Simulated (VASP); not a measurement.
Input of a VASP 6.6.1 run:

INCAR

```
SYSTEM = MoS2
PREC     = Accurate       ! precision mode
ENCUT    = 500            ! plane-wave cutoff, eV
EDIFF    = 1E-6           ! SCF threshold, eV
ISMEAR   = 0              ! smearing method
SIGMA    = 0.05           ! smearing width, eV
LREAL    = .FALSE.        ! projectors in reciprocal space
LASPH    = .TRUE.         ! aspherical terms in the spheres
NELM     = 200            ! most SCF steps
ALGO     = Normal         ! electronic algorithm
ISIF     = 2              ! what is computed and relaxed
LWAVE    = .FALSE.        ! write WAVECAR
LCHARG   = .FALSE.        ! write CHGCAR
ISPIN    = 2              ! spin polarisation
MAGMOM   = 0.05 0 0       ! initial moments
LORBIT   = 11             ! projections on sites
LMAXMIX  = 4              ! l up to which the mixer works
GGA      = B5             ! functional
ALDAX    = 1.0          
AGGAX    = 1.0          
AGGAC    = 1.0          
ALDAC    = 0.0          
NBANDS   = 24             ! bands
GGA_COMPAT= .FALSE.
```

Contents of KPOINTS:

```
Automatic mesh
0
G
  8 8 8
  0 0 0
```

The input POSCAR:

```
MoS2
1.0
    1.6294046708      0.9407372253      7.4878556451
   -1.6294046708      0.9407372253      7.4878556451
    0.0000000000     -1.8814744507      7.4878556451
Mo S
1 2
Direct
   -0.0000106879     -0.0000106879     -0.0000106879
    0.7363677633      0.7363677633      0.7363677633
    0.5969429242      0.5969429242      0.5969429242
```

Potentials or basis: VASP PAW PBE potentials, release 64 (Mo_sv, S).

The run is started by

```sh
$ cat potpaw_PBE.64/Mo_sv/POTCAR potpaw_PBE.64/S/POTCAR > POTCAR
$ mpirun -np 1 vasp_std > vasp.out
```

What does it give for the net moment?

0.00 μB per cell.

Predict the pressure.

0.3 GPa.

Predict the band gap on the k mesh.

1.29 eV (least direct gap 1.76 eV).

Forces on the atoms (eV/Å):
```
Mo   0.000  0.000  0.000
S    0.000  0.000  0.003
S    0.000  0.000 -0.003
```

Caveat: the PAW data sets were made with another functional, which shifts forces and pressure a little. A k mesh can miss the band edges.
